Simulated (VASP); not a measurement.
# Ni in VASP: a series of runs, part 2 of 2

VASP 6.6.1. Earlier steps stand in the parts before.

## Step 3: Single point, PBE, collinear spin, ferromagnetic start

This run uses another cell than the first one, of 121.55 Å³/atom, 2.080 times its volume.

File INCAR:

```
SYSTEM = Ni
PREC = Accurate
ENCUT = 520
EDIFF = 1E-6
ISMEAR = 0
SIGMA = 0.1
LREAL = .FALSE.
LASPH = .TRUE.
NELM = 150
ALGO = Normal
ISIF = 2
LWAVE = .FALSE.
LCHARG = .TRUE.
ISPIN = 2
MAGMOM = 2
LORBIT = 11
LMAXMIX = 4
LDIPOL = .TRUE.
IDIPOL = 3
DIPOL = 0.5 0.5 0.294
GGA = PE
LELF = .TRUE.
LVHAR = .TRUE.
LVACPOTAV = .TRUE.
NBANDS = 15
```

File KPOINTS:

```
Automatic mesh
0
G
  8 8 1
  0 0 0
```

File POSCAR:

```
Ni
1.0
    2.2599184397      0.0000000000      0.0000000000
    0.0000000000      2.2599184397      0.0000000000
    0.0000000000      0.0000000000     23.8000000000
Ni
1
Direct
    0.0000000000      0.0000000000      0.2941176471
```

Potentials or basis: VASP PAW PBE potentials, release 64 (Ni).

The run is started by

```
$ cat potpaw_PBE.64/Ni/POTCAR > POTCAR
$ mpirun -np 1 vasp_std > vasp.out
```

Wall time 58 s (1 thread of Intel Xeon 6975P-C (Granite Rapids), shared host); peak memory 0.28 GiB.

The run converged. Its results:

```
Free energy                                           : -3.9481 eV
Net moment                                            : 0.87 μB per cell
Site moments                                          : Ni +0.90 μB
Valence electrons inside the program's atomic spheres : Ni 9.16
```

Levels at points of the mesh, in eV from the Fermi level:
Spin up:
```tsv
k point	band 3	band 4	band 5	band 6	band 7	band 8
(0.00, 0.00, 0.00)	-2.01	-0.96	-0.96	-0.57	0.77	4.83
(0.50, 0.00, 0.00)	-1.66	-0.99	-0.79	1.43	5.44	7.80
(0.50, 0.50, 0.00)	-2.43	-0.64	0.32	8.38	8.38	13.45
```
Spin down:
```csv
k point,band 1,band 2,band 3,band 4,band 5,band 6,band 7,band 8
"(0.00, 0.00, 0.00)",-5.80,-3.18,-1.60,0.28,0.28,0.53,0.71,4.78
"(0.50, 0.00, 0.00)",-2.87,-2.10,-0.63,-0.46,0.46,1.40,5.81,7.79
"(0.50, 0.50, 0.00)",-3.59,-1.34,-1.34,-0.08,1.24,8.46,8.46,13.59
```

## Step 4: Single point, PBE, collinear spin, ferromagnetic start

This run uses another cell than the first one, of 121.46 Å³/atom, 2.079 times its volume.

File INCAR:

```
PREC = Accurate
ENCUT = 520
EDIFF = 1E-6
ISMEAR = 0
SIGMA = 0.1
LREAL = F
LASPH = T
NELM = 150
ALGO = Normal
ISIF = 2
LWAVE = F
LCHARG = T
ISPIN = 2
MAGMOM = 1.02
LORBIT = 11
LMAXMIX = 4
LDIPOL = T
IDIPOL = 3
DIPOL = 0.5 0.5 0.294
GGA = PE
LELF = T
LVHAR = T
LVACPOTAV = T
NBANDS = 15
```

File KPOINTS:

```
regular mesh
0
Gamma
  24 24 1
```

File POSCAR:

```
Ni
1.0
    2.2590885093      0.0000000000      0.0000000000
    0.0000000000      2.2590885093      0.0000000000
    0.0000000000      0.0000000000     23.8000000000
Ni
1
Direct
    0.0000000000      0.0000000000      0.2941176471
```

Potentials or basis: VASP PAW PBE potentials, release 64 (Ni).

The run is started by

```
$ cat potpaw_PBE.64/Ni/POTCAR > POTCAR
$ mpirun -np 1 vasp_std > vasp.out
```

OUTCAR:

```text
PREC = Accurate
   ENCUT = 520
   EDIFF = 1E-6
   ISMEAR = 0
   LREAL = F
   LASPH = T
   NELM = 150
   ISIF = 2
   ISPIN = 2
   LORBIT = 11
   GGA = PE

 ion  position               nearest neighbor table
   1  0.000  0.000  0.294-

  LATTYP: Found a simple tetragonal cell.
 ALAT       =     2.2590885093
 C/A-ratio  =    10.5352224590

  Lattice vectors:

 A1 = (   2.2590885093,   0.0000000000,   0.0000000000)
[... 1083 lines left out ...]
  -------------------------------------------------------------------------------------
  Total        0.0085342      0.0085342     -0.0004753      0.0000000      0.0000000      0.0000000
  in kB        0.1125716      0.1125716     -0.0062692      0.0000000      0.0000000      0.0000000
  external PRESSURE =       0.0729580 kB  Pullay stress =       0.0000000 kB

 VOLUME and BASIS-vectors are now :
 -----------------------------------------------------------------------------
  energy-cutoff  :      520.00
  volume of cell :      121.46
      direct lattice vectors                 reciprocal lattice vectors
     2.259088509  0.000000000  0.000000000     0.442656406  0.000000000  0.000000000
     0.000000000  2.259088509  0.000000000     0.000000000  0.442656406  0.000000000
     0.000000000  0.000000000 23.800000000     0.000000000  0.000000000  0.042016807

 POSITION                                       TOTAL-FORCE (eV/Angst)
 -----------------------------------------------------------------------------------
      0.00000      0.00000      7.00000        -0.000000      0.000000     -0.000000
 -----------------------------------------------------------------------------------
    total drift:                               -0.000000      0.000000     -0.000051

  FREE ENERGIE OF THE ION-ELECTRON SYSTEM (eV)
  ---------------------------------------------------
  free  energy   TOTEN  =        -3.9589630343 eV

  energy  without entropy=       -3.9486446077  energy(sigma->0) =       -3.95380382

 vacuum level on the upper side and lower side of the slab         1.361         1.361

 total charge

# of ion       s       p       d       tot
------------------------------------------
    1        0.538   0.296   8.325   9.160

 magnetization (x)

# of ion       s       p       d       tot
------------------------------------------
    1        0.007  -0.010   0.881   0.878
```

OSZICAR:

```text
N       E                     dE             d eps       ncg     rms          rms(c)
DAV:   1     0.460875984970E+02    0.46088E+02   -0.34744E+03  5468   0.474E+02
DAV:   2    -0.302339544729E+01   -0.49111E+02   -0.44803E+02  6306   0.120E+02
DAV:   3    -0.448970690282E+01   -0.14663E+01   -0.14629E+01  6736   0.239E+01
[... 19 lines left out ...]
DAV:  23    -0.395895410882E+01   -0.27751E-05   -0.55577E-07  5992   0.224E-03    0.535E-04
DAV:  24    -0.395895864827E+01   -0.45395E-05   -0.32924E-07  6083   0.146E-03    0.429E-04
DAV:  25    -0.395896120594E+01   -0.25577E-05   -0.19274E-07  5810   0.111E-03    0.263E-04
DAV:  26    -0.395896224803E+01   -0.10421E-05   -0.21655E-08  5890   0.517E-04    0.166E-04
DAV:  27    -0.395896303432E+01   -0.78629E-06   -0.12454E-08  5707   0.326E-04
   1 F= -.39589630E+01 E0= -.39538038E+01  d E =-.103184E-01  mag=     0.8548
```

stdout:

```text
POSCAR found type information on POSCAR Ni
 POSCAR found :  1 types and       1 ions
 scaLAPACK will be used
 LDA part: xc-table for (Slater+PW92), standard interpolation
 POSCAR, INCAR and KPOINTS ok, starting setup
 FFT: planning ... GRIDC
 FFT: planning ... GRID_SOFT
 FFT: planning ... GRID
 WAVECAR not read
 entering main loop
 -----------------------------------------------------------------------------
|                                                                             |
|           W    W    AA    RRRRR   N    N  II  N    N   GGGG   !!!           |
|           W    W   A  A   R    R  NN   N  II  NN   N  G    G  !!!           |
|           W    W  A    A  R    R  N N  N  II  N N  N  G       !!!           |
|           W WW W  AAAAAA  RRRRR   N  N N  II  N  N N  G  GGG   !            |
|           WW  WW  A    A  R   R   N   NN  II  N   NN  G    G                |
|           W    W  A    A  R    R  N    N  II  N    N   GGGG   !!!           |
|                                                                             |
|     Did not find any points to average over, which means that no vacuum     |
|     field-free region was found. Please increase the size of  your cell     |
|     in the dimension of the dipole correction to obtain accurate            |
|     workfunction values.                                                    |
|                                                                             |
 -----------------------------------------------------------------------------
```

Wall time 3.5 min (1 thread of Intel Xeon 6975P-C (Granite Rapids), shared host); peak memory 0.43 GiB.

Results:

- Free energy: -3.9590 eV
- Net moment: 0.85 μB per cell
- Site moments: Ni +0.88 μB
- Valence electrons inside the program's atomic spheres: Ni 9.16

## Step 5: Single point, PBE, collinear spin, ferromagnetic start

This run uses another cell than the first one, of 121.55 Å³/atom, 2.080 times its volume.

File INCAR:

```
SYSTEM = Ni
ALGO     = Normal         ! electronic algorithm
DIPOL    = 0.5 0.5 0.294
EDIFF    = 1E-6           ! SCF threshold, eV
ENCUT    = 520            ! plane-wave cutoff, eV
GGA      = PE             ! functional
IDIPOL   = 3            
ISIF     = 2              ! what is computed and relaxed
ISMEAR   = 0              ! smearing method
ISPIN    = 2              ! spin polarisation
LASPH    = .TRUE.         ! aspherical terms in the spheres
LCHARG   = .FALSE.        ! write CHGCAR
LDIPOL   = .TRUE.       
LMAXMIX  = 4              ! l up to which the mixer works
LORBIT   = 11             ! projections on sites
LREAL    = .FALSE.        ! projectors in reciprocal space
LWAVE    = .FALSE.        ! write WAVECAR
MAGMOM   = 1.02           ! initial moments
NBANDS   = 15             ! bands
NELM     = 150            ! most SCF steps
PREC     = Accurate       ! precision mode
SIGMA    = 0.1            ! smearing width, eV
```

File KPOINTS:

```
k-points
0
G
  24 24 1
  0 0 0
```

File POSCAR:

```
Ni
1.0
    2.2599184397      0.0000000000      0.0000000000
    0.0000000000      2.2599184397      0.0000000000
    0.0000000000      0.0000000000     23.8000000000
Ni
1
Direct
    0.0000000000      0.0000000000      0.2941176471
```

The run is started by

```
$ cat potpaw_PBE.64/Ni/POTCAR > POTCAR
$ mpirun -np 1 vasp_std > vasp.out
```

Wall time 3.8 min (1 thread of Intel Xeon 6975P-C (Granite Rapids), shared host); peak memory 0.43 GiB.

The run converged. Its results:

```
Free energy                                           : -3.9590 eV
Net moment                                            : 0.86 μB per cell
Site moments                                          : Ni +0.88 μB
Valence electrons inside the program's atomic spheres : Ni 9.16
```

Levels at points of the mesh, in eV from the Fermi level:
Spin up:
| k point | band 1 | band 2 | band 3 | band 4 | band 5 | band 6 | band 7 | band 8 | band 9 | band 10 |
| --- | --- | --- | --- | --- | --- | --- | --- | --- | --- | --- |
| (0.00, 0.00, 0.00) | -5.86 | -3.83 | -1.97 | -0.87 | -0.87 | -0.60 | 0.79 | 4.86 | 5.32 | 5.36 |
| (0.50, 0.00, 0.00) | -3.42 | -3.00 | -1.68 | -0.95 | -0.70 | 1.44 | 5.48 | 7.82 | 10.21 | 11.87 |
| (0.50, 0.50, 0.00) | -4.35 | -2.35 | -2.35 | -0.60 | 0.41 | 8.40 | 8.40 | 13.44 | 14.35 | 15.07 |
Spin down:
| k point | band 1 | band 2 | band 3 | band 4 | band 5 | band 6 | band 7 | band 8 | band 9 | band 10 |
| --- | --- | --- | --- | --- | --- | --- | --- | --- | --- | --- |
| (0.00, 0.00, 0.00) | -5.76 | -3.21 | -1.54 | 0.29 | 0.29 | 0.58 | 0.75 | 4.82 | 5.28 | 5.36 |
| (0.50, 0.00, 0.00) | -2.88 | -2.08 | -0.57 | -0.40 | 0.47 | 1.43 | 5.82 | 7.83 | 10.25 | 11.80 |
| (0.50, 0.50, 0.00) | -3.54 | -1.32 | -1.32 | -0.01 | 1.20 | 8.49 | 8.49 | 13.64 | 14.55 | 15.12 |

## Step 6: Overview

| cell | k mesh | gap on the mesh (eV) | moment (μB) |
| --- | --- | --- | --- |
| a = 2.043, b = 2.043, c = 14.000 Å, 1 atom | 8 × 8 × 1 | none | 0.71 |
| a = 2.260, b = 2.260, c = 23.800 Å, 1 atom | 8 × 8 × 1 | none | 0.87 |
| a = 2.259, b = 2.259, c = 23.800 Å, 1 atom | 24 × 24 × 1 | none | 0.85 |
| a = 2.260, b = 2.260, c = 23.800 Å, 1 atom | 24 × 24 × 1 | none | 0.86 |

Alike in all rows: task single point; level PBE; potentials or basis VASP PAW PBE potentials, release 64 (Ni); spin collinear, ferromagnetic start; cutoff (eV) 520; smearing gaussian 0.1 eV.

Caveats: some runs use coarse meshes.

Absolute energies hang on the potentials; compare differences alone.
